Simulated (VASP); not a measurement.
# Ag (Fm-3m) in VASP: a series of runs

The runs below take Ag through single point, with PBE.

Everything below comes from runs of VASP 6.6.1. Logs are shortened: lines on timing, memory, paths and dates and some standing lists are left out, and cuts for length are marked.

### Step 1. The cell of the first run

It takes space group Fm-3m (No. 225, cubic). The conventional cell has a = 4.147 Å, b = 4.147 Å, c = 4.147 Å, α = 90.00°, β = 90.00°, γ = 90.00°. Within 3.9 Å of Ag (site symmetry m-3m) lie 12 Ag at 2.93 Å.

### Step 2. Single point, PBE

Contents of INCAR:

```
SYSTEM = Ag
PREC = Accurate
ENCUT = 520
EDIFF = 1E-6
ISMEAR = -1
SIGMA = 0.1
LREAL = .FALSE.
LASPH = .TRUE.
NELM = 60
ALGO = Normal
ISIF = 2
LWAVE = .FALSE.
LCHARG = .FALSE.
GGA = PE
NBANDS = 12
```

Contents of KPOINTS:

```
Automatic mesh
0
G
  5 5 5
  0 0 0
```

Contents of POSCAR:

```
Ag
1.0
    0.0000000000      2.0734381516      2.0734381516
    2.0734381516      0.0000000000      2.0734381516
    2.0734381516      2.0734381516      0.0000000000
Ag
1
Direct
    0.0000000000      0.0000000000      0.0000000000
```

Potentials or basis: VASP PAW PBE potentials, release 64 (Ag).

Launch:

```console
$ cat potpaw_PBE.64/Ag/POTCAR > POTCAR
$ mpirun -np 1 vasp_std > vasp.out
```

OUTCAR:

```text
SYSTEM = Ag
   PREC = Accurate
   ENCUT = 520
   EDIFF = 1E-6
   ISMEAR = -1
   LREAL = .FALSE.
   LASPH = .TRUE.
   NELM = 60
   ISIF = 2
   GGA = PE

 ion  position               nearest neighbor table
   1  0.000  0.000  0.000-

  LATTYP: Found a face centered cubic cell.
 ALAT       =     4.1468763032

  Lattice vectors:

 A1 = (   0.0000000000,   2.0734381516,   2.0734381516)
 A2 = (   2.0734381516,   0.0000000000,   2.0734381516)
 A3 = (   2.0734381516,   2.0734381516,   0.0000000000)

Analysis of symmetry for initial positions (statically):
=====================================================================
 Subroutine PRICEL returns:
 Original cell was already a primitive cell.

 Routine SETGRP: Setting up the symmetry group for a
 face centered cubic supercell.

 Subroutine GETGRP returns: Found 48 space group operations
 (whereof 48 operations were pure point group operations)
 out of a pool of 48 trial point group operations.

The static configuration has the point symmetry O_h .

Analysis of symmetry for dynamics (positions and initial velocities):
=====================================================================
 Subroutine PRICEL returns:
 Original cell was already a primitive cell.

 Routine SETGRP: Setting up the symmetry group for a
 face centered cubic supercell.

 Subroutine GETGRP returns: Found 48 space group operations
 (whereof 48 operations were pure point group operations)
 out of a pool of 48 trial point group operations.

The dynamic configuration has the point symmetry O_h .

 Subroutine INISYM returns: Found 48 space group operations
 (whereof 48 operations are pure point group operations),
 and found     1 'primitive' translations

----------------------------------------------------------------------------------------

                                     Primitive cell

  volume of cell :      17.8280

  direct lattice vectors                    reciprocal lattice vectors
     0.000000000  2.073438152  2.073438152    -0.241145365  0.241145365  0.241145365
     2.073438152  0.000000000  2.073438152     0.241145365 -0.241145365  0.241145365
     2.073438152  2.073438152  0.000000000     0.241145365  0.241145365 -0.241145365

  length of vectors
     2.932284355  2.932284355  2.932284355     0.417676024  0.417676024  0.417676024

  position of ions in fractional coordinates (direct lattice)
     0.000000000  0.000000000  0.000000000

  ion indices of the primitive-cell ions
   primitive index   ion index
                 1           1

----------------------------------------------------------------------------------------

 KPOINTS: Automatic mesh

Automatic generation of k-mesh.
 Grid dimensions read from file:
 generate k-points for:    5    5    5

 Generating k-lattice:

  Cartesian coordinates                     Fractional coordinates (reciprocal lattice)
    -0.048229073  0.048229073  0.048229073     0.200000000  0.000000000  0.000000000
     0.048229073 -0.048229073  0.048229073     0.000000000  0.200000000  0.000000000
     0.048229073  0.048229073 -0.048229073     0.000000000  0.000000000  0.200000000

  Length of vectors
     0.083535205  0.083535205  0.083535205

  Shift w.r.t. Gamma in fractional coordinates (k-lattice)
     0.000000000  0.000000000  0.000000000

 Subroutine IBZKPT returns following result:
 ===========================================

 Found     10 irreducible k-points:

 Following reciprocal coordinates:
            Coordinates               Weight
  0.000000  0.000000  0.000000      1.000000
  0.200000  0.000000  0.000000      8.000000
  0.400000  0.000000  0.000000      8.000000
  0.200000  0.200000  0.000000      6.000000
  0.400000  0.200000  0.000000     24.000000
 -0.400000  0.200000  0.000000     24.000000
 -0.200000  0.200000  0.000000     12.000000
  0.400000  0.400000  0.000000      6.000000
 -0.400000  0.400000  0.000000     12.000000
 -0.400000  0.400000  0.200000     24.000000
   k-points           NKPTS =     10   k-points in BZ     NKDIM =     10   number of bands    NBANDS=     12
   number of dos      NEDOS =    301   number of ions     NIONS =      1
   total plane-waves  NPLWV =  13824
   dimension x,y,z NGX =    24 NGY =   24 NGZ =   24
   dimension x,y,z NGXF=    48 NGYF=   48 NGZF=   48
   ions per type =               1
   NGX,Y,Z   is equivalent  to a cutoff of  13.61, 13.61, 13.61 a.u.
   NGXF,Y,Z  is equivalent  to a cutoff of  27.21, 27.21, 27.21 a.u.
 SYSTEM =  Ag
   PREC   = accura    normal or accurate (medium, high low for compatibility)
   ISTART =      0    job   : 0-new  1-cont  2-samecut
   ICHARG =      2    charge: 1-file 2-atom 10-const
   ISPIN  =      1    spin polarized calculation?
   LNONCOLLINEAR =      F non collinear calculations
   LSORBIT =      F    spin-orbit coupling
   LASPH  =      T    aspherical Exc in radial PAW
   ENCUT  =  520.0 eV  38.22 Ry    6.18 a.u.   5.45  5.45  5.45*2*pi/ulx,y,z
   NELM   =     60;   NELMIN=  2; NELMDL= -5     # of ELM steps
   EDIFF  = 0.1E-05   stopping-criterion for ELM
   LREAL  =      F    real-space projection
   EDIFFG = 0.1E-04   stopping-criterion for IOM
   NSW    =      0    number of steps for IOM
   IBRION =     -1    ionic relax: 0-MD 1-quasi-New 2-CG
   NFREE  =      0    steps in history (QN), initial steepest desc. (CG)
   ISIF   =      2    stress and relaxation
   ISYM   =      2    0-nonsym 1-usesym 2-fastsym
   POTIM  = 0.5000    time-step for ionic-motion
   TEBEG  =    0.0;   TEEND  =   0.0 temperature during run
   PSTRESS=    0.0 pullay stress
   NELECT =      11.0000    total number of electrons
   NUPDOWN=      -1.0000    fix difference up-down
   EMIN   =  10.00;   EMAX   =-10.00  energy-range for DOS
   EFERMI =   0.00;   METHOD = LEGACY
   ISMEAR =    -1;   SIGMA  =   0.10  broadening in eV -4-tet -1-fermi 0-gaus
   EFERMI_NEDOS =   21; number of points for ismear=-14 and -15
   IALGO  =     38    algorithm
   IMIX   =      4    mixing-type and parameters
     AMIX     =   0.40;   BMIX     =  1.00
     AMIX_MAG =   1.60;   BMIX_MAG =  1.00
  volume/ion in A,a.u.               =      17.83       120.31
  Fermi-wavevector in a.u.,A,eV,Ry     =   1.393706  2.633723 26.428197  1.942418
  Thomas-Fermi vector in A             =   2.517327
   LORBIT       =      0    0 simple, 1 ext, 2 COOP (PROOUT), +10 PAW based schemes
   GGA     = PE    functional components
   LHFCALC =     F    Hartree Fock is set to
   AEXX    =    0.0000 exact exchange contribution
   IVDW    =     0    specifies the selected vdW correction
   LEPSILON=     F    determine dielectric tensor
   LRPA    =     F    only Hartree local field effects (RPA)
 non-spin polarized calculation
  energy-cutoff  :      520.00
  volume of cell :       17.83
 maximum number of plane-waves:       531
 NGX is ok and might be reduce to    24
   NGX = 11   NGY = 11   NGZ = 11

 number of electron      11.0000000 magnetization

 Free energy of the ion-electron system (eV)
  ---------------------------------------------------
  ext. energy  EPLUGINS =         0.00000000
  ---------------------------------------------------
  free energy    TOTEN  =        -2.83877778 eV

  energy without entropy =       -2.83225516  energy(sigma->0) =       -2.83551647

 E-fermi :   7.5436     XC(G=0): -11.9437

 val. band max:        7.5099688840   @ k =   0.4000   0.4000   0.0000
 cond. band min:       9.3742794579   @ k =  -0.4000   0.2000   0.0000
 fundamental gap:      1.8643105740
 Fermi energy:         7.5436238423

 k-point     1 :       0.0000    0.0000    0.0000
  band No.  band energies     occupation
      1       0.3807      2.00000
      2       3.1805      2.00000
      3       3.1805      2.00000
      4       3.1805      2.00000
      5       4.1346      2.00000
      6       4.1346      2.00000
      7      23.7466      0.00000
      8      27.0614      0.00000
      9      27.0614      0.00000
     10      27.0614      0.00000
     11      31.7650      0.00000
     12      32.6275      0.00000

 k-point     2 :       0.2000    0.0000    0.0000
  band No.  band energies     occupation
      1       1.4097      2.00000
      2       3.1436      2.00000
      3       3.3696      2.00000
      4       3.3696      2.00000
      5       4.1449      2.00000
      6       4.1449      2.00000
      7      20.5417      0.00000
      8      24.4957      0.00000
      9      27.1134      0.00000
     10      27.1134      0.00000
     11      30.0988      0.00000
     12      31.1948      0.00000

 k-point     3 :       0.4000    0.0000    0.0000
  band No.  band energies     occupation
      1       1.7593      2.00000
      2       3.2107      2.00000
      3       3.2107      2.00000
      4       4.7329      2.00000
      5       4.7329      2.00000
      6       6.0133      2.00000
      7      13.2335      0.00000
      8      23.2433      0.00000
      9      25.6344      0.00000
     10      25.6344      0.00000
     11      30.0726      0.00000
     12      30.0726      0.00000
[... 76 lines left out ...]
 k-point     9 :      -0.4000    0.4000    0.0000
  band No.  band energies     occupation
      1       1.9515      2.00000
      2       2.2412      2.00000
      3       4.1672      2.00000
      4       4.4927      2.00000
      5       4.8949      2.00000
      6      11.2220      0.00000
      7      14.0167      0.00000
      8      14.7289      0.00000
      9      19.5815      0.00000
     10      24.2914      0.00000
     11      29.4051      0.00000
     12      35.2783      0.00000

 k-point    10 :      -0.4000    0.4000    0.2000
  band No.  band energies     occupation
      1       2.4632      2.00000
      2       2.5904      2.00000
      3       3.2059      2.00000
      4       4.2667      2.00000
      5       4.8178      2.00000
      6       9.9651      0.00000
      7      15.4148      0.00000
      8      15.8402      0.00000
      9      17.9977      0.00000
     10      28.6485      0.00000
     11      28.9603      0.00000
     12      32.7660      0.00000

------------------------ aborting loop because EDIFF is reached ----------------------------------------

  FORCE on cell =-STRESS in cart. coord.  units (eV):
  Direction    XX          YY          ZZ          XY          YZ          ZX
  --------------------------------------------------------------------------------------
  -------------------------------------------------------------------------------------
  Total       -0.1047153     -0.1047153     -0.1047153      0.0000000      0.0000000      0.0000000
  in kB       -9.4106019     -9.4106019     -9.4106019      0.0000000      0.0000000      0.0000000
  external PRESSURE =      -9.4106019 kB  Pullay stress =       0.0000000 kB

 VOLUME and BASIS-vectors are now :
 -----------------------------------------------------------------------------
  energy-cutoff  :      520.00
  volume of cell :       17.83
      direct lattice vectors                 reciprocal lattice vectors
     0.000000000  2.073438152  2.073438152    -0.241145365  0.241145365  0.241145365
     2.073438152  0.000000000  2.073438152     0.241145365 -0.241145365  0.241145365
     2.073438152  2.073438152  0.000000000     0.241145365  0.241145365 -0.241145365

 POSITION                                       TOTAL-FORCE (eV/Angst)
 -----------------------------------------------------------------------------------
      0.00000      0.00000      0.00000         0.000000     -0.000000     -0.000000
 -----------------------------------------------------------------------------------
    total drift:                               -0.000000      0.000000     -0.000000

  FREE ENERGIE OF THE ION-ELECTRON SYSTEM (eV)
  ---------------------------------------------------
  free  energy   TOTEN  =        -2.8387777788 eV

  energy  without entropy=       -2.8322551633  energy(sigma->0) =       -2.83551647
```

Run time: 5.3 s. Hardware: 1 thread of Intel Xeon 8259CL, shared host; peak memory 0.13 GiB.

What came out:

```
Free energy : -2.8388 eV
Pressure    : -0.9 GPa
```

Caveat: the k points lie up to 0.52 Å⁻¹ apart.

### Step 3. Single point, PBE

Contents of INCAR:

```
PREC = Accurate
ENCUT = 520
EDIFF = 1E-6
ISMEAR = -1
SIGMA = 0.1
LREAL = F
LASPH = T
NELM = 60
ALGO = Normal
ISIF = 2
LWAVE = F
LCHARG = T
GGA = PE
LELF = T
LVHAR = T
NBANDS = 12
```

Contents of KPOINTS:

```
Automatic mesh
0
Gamma
  6 6 6
```

POSCAR is that of step 2.

Potentials or basis: VASP PAW PBE potentials, release 64 (Ag).

Launch:

```console
$ cat potpaw_PBE.64/Ag/POTCAR > POTCAR
$ mpirun -np 1 vasp_std > vasp.out
```

OUTCAR:

```text
PREC = Accurate
   ENCUT = 520
   EDIFF = 1E-6
   ISMEAR = -1
   LREAL = F
   LASPH = T
   NELM = 60
   ISIF = 2
   GGA = PE

 ion  position               nearest neighbor table
   1  0.000  0.000  0.000-

  LATTYP: Found a face centered cubic cell.
 ALAT       =     4.1468763032

  Lattice vectors:

 A1 = (   0.0000000000,   2.0734381516,   2.0734381516)
 A2 = (   2.0734381516,   0.0000000000,   2.0734381516)
 A3 = (   2.0734381516,   2.0734381516,   0.0000000000)

Analysis of symmetry for initial positions (statically):
=====================================================================
 Subroutine PRICEL returns:
 Original cell was already a primitive cell.

 Routine SETGRP: Setting up the symmetry group for a
 face centered cubic supercell.

 Subroutine GETGRP returns: Found 48 space group operations
[... 9 lines left out ...]

 Routine SETGRP: Setting up the symmetry group for a
 face centered cubic supercell.

 Subroutine GETGRP returns: Found 48 space group operations
[... 11 lines left out ...]
                                     Primitive cell

  volume of cell :      17.8280

[... 133 lines left out ...]
  band No.  band energies     occupation
      1       0.3804      2.00000
      2       3.1802      2.00000
      3       3.1802      2.00000
      4       3.1802      2.00000
      5       4.1357      2.00000
      6       4.1357      2.00000
      7      23.7479      0.00000
      8      27.0613      0.00000
      9      27.0613      0.00000
     10      27.0613      0.00000
     11      31.7615      0.00000
     12      32.6281      0.00000
[... 211 lines left out ...]
 k-point    16 :      -0.3333    0.5000    0.1667
  band No.  band energies     occupation
      1       2.1517      2.00000
      2       2.3102      2.00000
      3       3.7573      2.00000
      4       4.3690      2.00000
      5       5.0642      2.00000
      6      11.7060      0.00000
      7      14.3905      0.00000
      8      15.6251      0.00000
      9      16.3076      0.00000
     10      27.4911      0.00000
     11      29.0635      0.00000
     12      33.1301      0.00000

------------------------ aborting loop because EDIFF is reached ----------------------------------------

  FORCE on cell =-STRESS in cart. coord.  units (eV):
  Direction    XX          YY          ZZ          XY          YZ          ZX
  --------------------------------------------------------------------------------------
  -------------------------------------------------------------------------------------
  Total        0.0859929      0.0859929      0.0859929      0.0000000      0.0000000      0.0000000
  in kB        7.7280491      7.7280491      7.7280491      0.0000000      0.0000000      0.0000000
  external PRESSURE =       7.7280491 kB  Pullay stress =       0.0000000 kB

 VOLUME and BASIS-vectors are now :
 -----------------------------------------------------------------------------
  energy-cutoff  :      520.00
  volume of cell :       17.83
      direct lattice vectors                 reciprocal lattice vectors
     0.000000000  2.073438152  2.073438152    -0.241145365  0.241145365  0.241145365
     2.073438152  0.000000000  2.073438152     0.241145365 -0.241145365  0.241145365
     2.073438152  2.073438152  0.000000000     0.241145365  0.241145365 -0.241145365

 POSITION                                       TOTAL-FORCE (eV/Angst)
 -----------------------------------------------------------------------------------
      0.00000      0.00000      0.00000        -0.000000     -0.000000      0.000000
 -----------------------------------------------------------------------------------
    total drift:                               -0.000000      0.000000     -0.000000

  FREE ENERGIE OF THE ION-ELECTRON SYSTEM (eV)
  ---------------------------------------------------
  free  energy   TOTEN  =        -2.6635323838 eV

  energy  without entropy=       -2.6453085120  energy(sigma->0) =       -2.65442045
```

OSZICAR:

```text
N       E                     dE             d eps       ncg     rms          rms(c)
DAV:   1     0.543420900050E+02    0.54342E+02   -0.56885E+03   392   0.841E+02
DAV:   2    -0.195139666437E+01   -0.56293E+02   -0.51989E+02   448   0.190E+02
DAV:   3    -0.290172119624E+01   -0.95032E+00   -0.94972E+00   476   0.264E+01
DAV:   4    -0.290439270393E+01   -0.26715E-02   -0.26714E-02   432   0.148E+00
DAV:   5    -0.290441309299E+01   -0.20389E-04   -0.20390E-04   460   0.115E-01    0.474E+00
DAV:   6    -0.267257282664E+01    0.23184E+00   -0.93523E-01   416   0.855E+00    0.315E+00
DAV:   7    -0.266603439025E+01    0.65384E-02   -0.73632E-03   444   0.820E-01    0.180E+00
DAV:   8    -0.266352011101E+01    0.25143E-02   -0.67322E-04   428   0.202E-01    0.829E-02
DAV:   9    -0.266352705973E+01   -0.69487E-05   -0.71363E-06   480   0.195E-02    0.259E-02
DAV:  10    -0.266353282796E+01   -0.57682E-05   -0.37825E-06   432   0.185E-02    0.593E-03
DAV:  11    -0.266353238380E+01    0.44416E-06   -0.41620E-08   244   0.151E-03
   1 F= -.26635324E+01 E0= -.26544204E+01  d E =-.182239E-01
```

stdout:

```text
POSCAR found type information on POSCAR Ag
 POSCAR found :  1 types and       1 ions
 scaLAPACK will be used
 LDA part: xc-table for (Slater+PW92), standard interpolation
 POSCAR, INCAR and KPOINTS ok, starting setup
 FFT: planning ... GRIDC
 FFT: planning ... GRID_SOFT
 FFT: planning ... GRID
 WAVECAR not read
 entering main loop
```

Wall time 6.1 s (1 thread of Intel Xeon 8259CL, shared host); peak memory 0.13 GiB.

Results:

| Item | Value |
| --- | --- |
| Free energy | -2.6635 eV |
| Pressure | 0.8 GPa |

Caveat: the k points lie up to 0.44 Å⁻¹ apart.

### Step 4. Single point, PBE

Contents of INCAR:

```
ALGO = Normal
EDIFF = 1E-7
ENCUT = 520
GGA = PE
ISIF = 2
ISMEAR = -1
LASPH = T
LCHARG = F
LREAL = F
LWAVE = F
NBANDS = 12
NELM = 80
PREC = Accurate
SIGMA = 0.1
```

Contents of KPOINTS:

```
k-points
0
Gamma
  8 8 8
```

POSCAR is that of step 3.

Launch:

```console
$ cat potpaw_PBE.64/Ag/POTCAR > POTCAR
$ mpirun -np 1 vasp_std > vasp.out
```

Run time: 9.9 s. Hardware: 1 thread of Intel Xeon 8259CL, shared host; peak memory 0.14 GiB.

The run converged. Its results:

```yaml
Free_energy: -2.6971 eV
Pressure: 0.5 GPa
```

Levels at points of the mesh, in eV from the Fermi level:
```
           k point  band 4  band 5  band 6  band 7  band 8  band 9
(0.00, 0.00, 0.00)   -4.53   -3.58   -3.58   16.03   19.35   19.35
(0.50, 0.00, 0.00)   -2.84   -2.84   -0.17    3.48   15.26   17.53
(0.50, 0.50, 0.00)   -2.65   -2.65    1.76    6.52   10.55   10.55
```

### Step 5. The runs side by side

```tsv
k mesh	gap on the mesh (eV)	pressure (GPa)
5 × 5 × 5	none	-0.9
6 × 6 × 6	none	0.8
8 × 8 × 8	none	0.5
```

Alike in all rows: task single point; level PBE; potentials or basis VASP PAW PBE potentials, release 64 (Ag); no spin polarisation; cell as given; cutoff (eV) 520; smearing fermi-dirac 0.1 eV.

Caveats: some runs use coarse meshes.

Absolute energies hang on the potentials; compare differences alone.
